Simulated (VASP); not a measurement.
# AlN (AlN (P6_3mc)) (P6_3mc) in VASP: single point with PBE

Aim: the single point of AlN (AlN (P6_3mc)) with PBE.

All numbers are computed with VASP 6.6.1; they aren't measurements. Logs are shortened: lines on timing, memory, paths and dates and some standing lists are left out, and cuts for length are marked.

**1. The cell of the first run**

It takes space group P6_3mc (No. 186, hexagonal). The conventional cell has a = 3.130 Å, b = 3.130 Å, c = 5.017 Å, α = 90.00°, β = 90.00°, γ = 120.00°. Within 2.5 Å of Al (site symmetry 3m) lie 4 N at 1.90 to 1.91 Å. N (site symmetry 3m) has 4 Al at 1.90 to 1.91 Å within 2.5 Å.

**2. Single point, PBE**

Input file INCAR:

```
SYSTEM = AlN
PREC = Accurate
ENCUT = 520
EDIFF = 1E-6
ISMEAR = -1
SIGMA = 0.01
LREAL = Auto
LASPH = .TRUE.
NELM = 80
ALGO = Normal
ISIF = 2
LWAVE = .FALSE.
LCHARG = .FALSE.
GGA = PE
NBANDS = 46
```

Input file KPOINTS:

```
Automatic mesh
0
G
  2 2 3
  0 0 0
```

Input file POSCAR:

```
AlN
1.0
    6.2595139150      0.0000000574      0.0000000000
   -3.1297570072      5.4208980363      0.0000000000
    0.0000000000      0.0000000000      5.0174032967
Al N
8 8
Direct
    0.3333333333      0.1666666667      0.4992353700
    0.1666666667      0.3333333333      0.9992353700
    0.3333333333      0.6666666667      0.4992353700
    0.1666666667      0.8333333333      0.9992353700
    0.8333333333      0.1666666667      0.4992353700
    0.6666666667      0.3333333333      0.9992353700
    0.8333333333      0.6666666667      0.4992353700
    0.6666666667      0.8333333333      0.9992353700
    0.3333333333      0.1666666667      0.8807646300
    0.1666666667      0.3333333333      0.3807646300
    0.3333333333      0.6666666667      0.8807646300
    0.1666666667      0.8333333333      0.3807646300
    0.8333333333      0.1666666667      0.8807646300
    0.6666666667      0.3333333333      0.3807646300
    0.8333333333      0.6666666667      0.8807646300
    0.6666666667      0.8333333333      0.3807646300
```

Potentials or basis: VASP PAW PBE potentials, release 64 (Al, N).

Run with:

```
$ cat potpaw_PBE.64/Al/POTCAR potpaw_PBE.64/N/POTCAR > POTCAR
$ mpirun -np 1 vasp_std > vasp.out
```

OUTCAR:

```text
SYSTEM = AlN
   PREC = Accurate
   ENCUT = 520
   EDIFF = 1E-6
   ISMEAR = -1
   LREAL = Auto
   LASPH = .TRUE.
   NELM = 80
   ISIF = 2
   GGA = PE

 ion  position               nearest neighbor table
   1  0.333  0.167  0.499-  10 1.90  12 1.90  14 1.90   9 1.91   2 3.09   2 3.09   4 3.09   4 3.09
                             6 3.09   6 3.09   3 3.13   3 3.13   7 3.13   7 3.13   5 3.13   5 3.13
   2  0.167  0.333  0.999-   9 1.90  11 1.90  13 1.90  10 1.91   1 3.09   1 3.09   3 3.09   3 3.09
                             5 3.09   5 3.09   4 3.13   4 3.13   8 3.13   8 3.13   6 3.13   6 3.13
   3  0.333  0.667  0.499-  12 1.90  10 1.90  16 1.90  11 1.91   4 3.09   4 3.09   2 3.09   2 3.09
                             8 3.09   8 3.09   1 3.13   1 3.13   5 3.13   5 3.13   7 3.13   7 3.13
   4  0.167  0.833  0.999-  11 1.90   9 1.90  15 1.90  12 1.91   3 3.09   3 3.09   1 3.09   1 3.09
                             7 3.09   7 3.09   2 3.13   2 3.13   6 3.13   6 3.13   8 3.13   8 3.13
   5  0.833  0.167  0.499-  14 1.90  16 1.90  10 1.90  13 1.91   6 3.09   6 3.09   8 3.09   8 3.09
                             2 3.09   2 3.09   7 3.13   7 3.13   3 3.13   3 3.13   1 3.13   1 3.13
   6  0.667  0.333  0.999-  13 1.90  15 1.90   9 1.90  14 1.91   5 3.09   5 3.09   7 3.09   7 3.09
                             1 3.09   1 3.09   8 3.13   8 3.13   4 3.13   4 3.13   2 3.13   2 3.13
   7  0.833  0.667  0.499-  16 1.90  14 1.90  12 1.90  15 1.91   8 3.09   8 3.09   6 3.09   6 3.09
                             4 3.09   4 3.09   5 3.13   5 3.13   1 3.13   1 3.13   3 3.13   3 3.13
   8  0.667  0.833  0.999-  15 1.90  13 1.90  11 1.90  16 1.91   7 3.09   7 3.09   5 3.09   5 3.09
                             3 3.09   3 3.09   6 3.13   6 3.13   2 3.13   2 3.13   4 3.13   4 3.13
   9  0.333  0.167  0.881-   2 1.90   4 1.90   6 1.90   1 1.91
  10  0.167  0.333  0.381-   1 1.90   3 1.90   5 1.90   2 1.91
  11  0.333  0.667  0.881-   4 1.90   2 1.90   8 1.90   3 1.91
  12  0.167  0.833  0.381-   3 1.90   1 1.90   7 1.90   4 1.91
  13  0.833  0.167  0.881-   6 1.90   8 1.90   2 1.90   5 1.91
  14  0.667  0.333  0.381-   5 1.90   7 1.90   1 1.90   6 1.91
[... 7 lines left out ...]
  Lattice vectors:

 A1 = (   6.2595139150,   0.0000000574,   0.0000000000)
 A2 = (  -3.1297570072,   5.4208980363,   0.0000000000)
 A3 = (   0.0000000000,   0.0000000000,   5.0174032967)

Analysis of symmetry for initial positions (statically):
=====================================================================
 Subroutine PRICEL returns following result:

  LATTYP: Found a hexagonal cell.
 ALAT       =     3.1297569575
 C/A-ratio  =     1.6031287301

  Lattice vectors:

 A1 = (   3.1297569575,   0.0000000287,   0.0000000000)
 A2 = (  -1.5648785036,   2.7104490181,   0.0000000000)
 A3 = (   0.0000000000,   0.0000000000,   5.0174032967)

   4 primitive cells build up your supercell.

 Routine SETGRP: Setting up the symmetry group for a
 hexagonal supercell.

 Subroutine GETGRP returns: Found 12 space group operations
 (whereof  6 operations were pure point group operations)
 out of a pool of 24 trial point group operations.

The static configuration has the point symmetry C_3v.
 The point group associated with its full space group is C_6v.

Analysis of symmetry for dynamics (positions and initial velocities):
=====================================================================
 Subroutine PRICEL returns following result:

  LATTYP: Found a hexagonal cell.
 ALAT       =     3.1297569575
 C/A-ratio  =     1.6031287301

  Lattice vectors:

 A1 = (   3.1297569575,   0.0000000287,   0.0000000000)
 A2 = (  -1.5648785036,   2.7104490181,   0.0000000000)
 A3 = (   0.0000000000,   0.0000000000,   5.0174032967)

   4 primitive cells build up your supercell.

 Routine SETGRP: Setting up the symmetry group for a
 hexagonal supercell.

 Subroutine GETGRP returns: Found 12 space group operations
 (whereof  6 operations were pure point group operations)
 out of a pool of 24 trial point group operations.

The dynamic configuration has the point symmetry C_3v.
 The point group associated with its full space group is C_6v.

 Subroutine INISYM returns: Found 12 space group operations
 (whereof  6 operations are pure point group operations),
 and found     4 'primitive' translations

----------------------------------------------------------------------------------------

                                     Primitive cell

  volume of cell :      42.5629

  direct lattice vectors                    reciprocal lattice vectors
     3.129756958  0.000000029  0.000000000     0.319513626  0.184471282  0.000000000
    -1.564878504  2.710449018  0.000000000    -0.000000003  0.368942558  0.000000000
     0.000000000  0.000000000  5.017403297     0.000000000  0.000000000  0.199306283

  length of vectors
     3.129756958  3.129756957  5.017403297     0.368942558  0.368942558  0.199306283

  position of ions in fractional coordinates (direct lattice)
     0.666666667  0.333333333  0.499235370
     0.333333333  0.666666667  0.999235370
     0.666666667  0.333333333  0.880764630
     0.333333333  0.666666667  0.380764630

  ion indices of the primitive-cell ions
   primitive index   ion index
                 1           1
                 2           2
                 3           9
                 4          10

----------------------------------------------------------------------------------------

 KPOINTS: Automatic mesh

Automatic generation of k-mesh.
 Grid dimensions read from file:
 generate k-points for:    2    2    3

 Generating k-lattice:

  Cartesian coordinates                     Fractional coordinates (reciprocal lattice)
     0.079878407  0.046117821  0.000000000     0.500000000  0.000000000  0.000000000
    -0.000000001  0.092235640  0.000000000     0.000000000  0.500000000  0.000000000
     0.000000000  0.000000000  0.066435428     0.000000000  0.000000000  0.333333333

  Length of vectors
     0.092235640  0.092235640  0.066435428

  Shift w.r.t. Gamma in fractional coordinates (k-lattice)
     0.000000000  0.000000000  0.000000000

 Subroutine IBZKPT returns following result:
 ===========================================

 Found      4 irreducible k-points:

 Following reciprocal coordinates:
            Coordinates               Weight
  0.000000  0.000000  0.000000      1.000000
  0.500000  0.000000  0.000000      3.000000
  0.000000  0.000000  0.333333      2.000000
  0.500000  0.000000  0.333333      6.000000
   k-points           NKPTS =      4   k-points in BZ     NKDIM =      4   number of bands    NBANDS=     46
   number of dos      NEDOS =    301   number of ions     NIONS =     16
   total plane-waves  NPLWV =  92160
   dimension x,y,z NGX =    48 NGY =   48 NGZ =   40
   dimension x,y,z NGXF=    96 NGYF=   96 NGZF=   80
   ions per type =               8   8
   NGX,Y,Z   is equivalent  to a cutoff of  12.75, 12.75, 13.25 a.u.
   NGXF,Y,Z  is equivalent  to a cutoff of  25.50, 25.50, 26.51 a.u.
 SYSTEM =  AlN
   PREC   = accura    normal or accurate (medium, high low for compatibility)
   ISTART =      0    job   : 0-new  1-cont  2-samecut
   ICHARG =      2    charge: 1-file 2-atom 10-const
   ISPIN  =      1    spin polarized calculation?
   LNONCOLLINEAR =      F non collinear calculations
   LSORBIT =      F    spin-orbit coupling
   LASPH  =      T    aspherical Exc in radial PAW
   ENCUT  =  520.0 eV  38.22 Ry    6.18 a.u.  11.64 11.64  9.33*2*pi/ulx,y,z
   NELM   =     80;   NELMIN=  2; NELMDL= -5     # of ELM steps
   EDIFF  = 0.1E-05   stopping-criterion for ELM
   LREAL  =      T    real-space projection
   EDIFFG = 0.1E-04   stopping-criterion for IOM
   NSW    =      0    number of steps for IOM
   IBRION =     -1    ionic relax: 0-MD 1-quasi-New 2-CG
   NFREE  =      0    steps in history (QN), initial steepest desc. (CG)
   ISIF   =      2    stress and relaxation
   ISYM   =      2    0-nonsym 1-usesym 2-fastsym
   POTIM  = 0.5000    time-step for ionic-motion
   TEBEG  =    0.0;   TEEND  =   0.0 temperature during run
   PSTRESS=    0.0 pullay stress
   NELECT =      64.0000    total number of electrons
   NUPDOWN=      -1.0000    fix difference up-down
   EMIN   =  10.00;   EMAX   =-10.00  energy-range for DOS
   EFERMI =   0.00;   METHOD = LEGACY
   ISMEAR =    -1;   SIGMA  =   0.01  broadening in eV -4-tet -1-fermi 0-gaus
   EFERMI_NEDOS =   21; number of points for ismear=-14 and -15
   IALGO  =     38    algorithm
   IMIX   =      4    mixing-type and parameters
     AMIX     =   0.40;   BMIX     =  1.00
     AMIX_MAG =   1.60;   BMIX_MAG =  1.00
  volume/ion in A,a.u.               =      10.64        71.81
  Fermi-wavevector in a.u.,A,eV,Ry     =   1.181511  2.232733 18.993310  1.395969
  Thomas-Fermi vector in A             =   2.317783
   LORBIT       =      0    0 simple, 1 ext, 2 COOP (PROOUT), +10 PAW based schemes
   GGA     = PE    functional components
   LHFCALC =     F    Hartree Fock is set to
   AEXX    =    0.0000 exact exchange contribution
   IVDW    =     0    specifies the selected vdW correction
   LEPSILON=     F    determine dielectric tensor
   LRPA    =     F    only Hartree local field effects (RPA)
 non-spin polarized calculation
  energy-cutoff  :      520.00
  volume of cell :      170.25
 maximum number of plane-waves:      4626
 NGX is ok and might be reduce to    48
   NGX = 23   NGY = 23   NGZ = 19

 number of electron      63.9999991 magnetization

 Free energy of the ion-electron system (eV)
  ---------------------------------------------------
  ext. energy  EPLUGINS =         0.00000000
  ---------------------------------------------------
  free energy    TOTEN  =      -118.99133887 eV

  energy without entropy =     -118.99133887  energy(sigma->0) =     -118.99133887

 E-fermi :   6.2051     XC(G=0): -10.8253

 val. band max:        5.9818190128   @ k =   0.0000   0.0000   0.0000
 cond. band min:      10.0241780925   @ k =   0.0000   0.0000   0.0000
 fundamental gap:      4.0423590797
 Fermi energy:         6.2051496356

 k-point     1 :       0.0000    0.0000    0.0000
  band No.  band energies     occupation
      1      -9.0909      2.00000
      2      -7.1738      2.00000
      3      -7.1738      2.00000
      4      -7.1738      2.00000
      5      -7.0042      2.00000
      6      -6.4974      2.00000
[... 177 lines left out ...]
     43      14.7088      0.00000
     44      14.7088      0.00000
 [bands above 44 left out]

------------------------ aborting loop because EDIFF is reached ----------------------------------------

  FORCE on cell =-STRESS in cart. coord.  units (eV):
  Direction    XX          YY          ZZ          XY          YZ          ZX
  --------------------------------------------------------------------------------------
  -------------------------------------------------------------------------------------
  Total       -0.0981857     -0.0981857     -0.4272357     -0.0000000      0.0000000      0.0000000
  in kB       -0.9239916     -0.9239916     -4.0205664     -0.0000000      0.0000000      0.0000000
  external PRESSURE =      -1.9561832 kB  Pullay stress =       0.0000000 kB

 VOLUME and BASIS-vectors are now :
 -----------------------------------------------------------------------------
  energy-cutoff  :      520.00
  volume of cell :      170.25
      direct lattice vectors                 reciprocal lattice vectors
     6.259513915  0.000000057  0.000000000     0.159756813  0.092235641  0.000000000
    -3.129757007  5.420898036  0.000000000    -0.000000002  0.184471279  0.000000000
     0.000000000  0.000000000  5.017403297     0.000000000  0.000000000  0.199306283

 POSITION                                       TOTAL-FORCE (eV/Angst)
 -----------------------------------------------------------------------------------
      1.56488      0.90348      2.50487        -0.000000     -0.000000     -0.012269
     -0.00000      1.80697      5.01357        -0.000000     -0.000000     -0.012269
     -0.00000      3.61393      2.50487        -0.000000     -0.000000     -0.012269
     -1.56488      4.51742      5.01357        -0.000000     -0.000000     -0.012269
      4.69464      0.90348      2.50487        -0.000000     -0.000000     -0.012269
      3.12976      1.80697      5.01357        -0.000000     -0.000000     -0.012269
[... 8 lines left out ...]
      3.12976      3.61393      4.41915        -0.000000     -0.000000      0.012269
      1.56488      4.51742      1.91045        -0.000000     -0.000000      0.012269
 -----------------------------------------------------------------------------------
    total drift:                               -0.000000     -0.000000      0.035526

  FREE ENERGIE OF THE ION-ELECTRON SYSTEM (eV)
  ---------------------------------------------------
  free  energy   TOTEN  =      -118.9913388728 eV

  energy  without entropy=     -118.9913388728  energy(sigma->0) =     -118.99133887
```

It took 32 s on 1 thread of Intel Xeon 6975P-C (Granite Rapids), shared host; peak memory 0.28 GiB.

What came out:

- Free energy: -118.9913 eV
- Pressure: -0.2 GPa
- Largest force: 0.012 eV/Å
- Band gap on the k mesh: 4.04 eV

Forces in eV/Å, atoms in the order of the input:
```
Al   0.000  0.000 -0.012
Al   0.000  0.000 -0.012
Al   0.000  0.000 -0.012
Al   0.000  0.000 -0.012
Al   0.000  0.000 -0.012
Al   0.000  0.000 -0.012
Al   0.000  0.000 -0.012
Al   0.000  0.000 -0.012
N    0.000  0.000  0.012
N    0.000  0.000  0.012
N    0.000  0.000  0.012
N    0.000  0.000  0.012
N    0.000  0.000  0.012
N    0.000  0.000  0.012
N    0.000  0.000  0.012
N    0.000  0.000  0.012
```

Levels at points of the mesh, in eV from the valence-band top:
```csv
k point,band 30,band 31,band 32,band 33,band 34,band 35
"(0.00, 0.00, 0.00)",-0.20,-0.20,0.00,4.04,5.75,5.75
"(0.50, 0.00, 0.00)",-0.43,-0.41,-0.41,5.70,5.70,6.05
```

Caveat: the k points lie up to 0.58 Å⁻¹ apart.
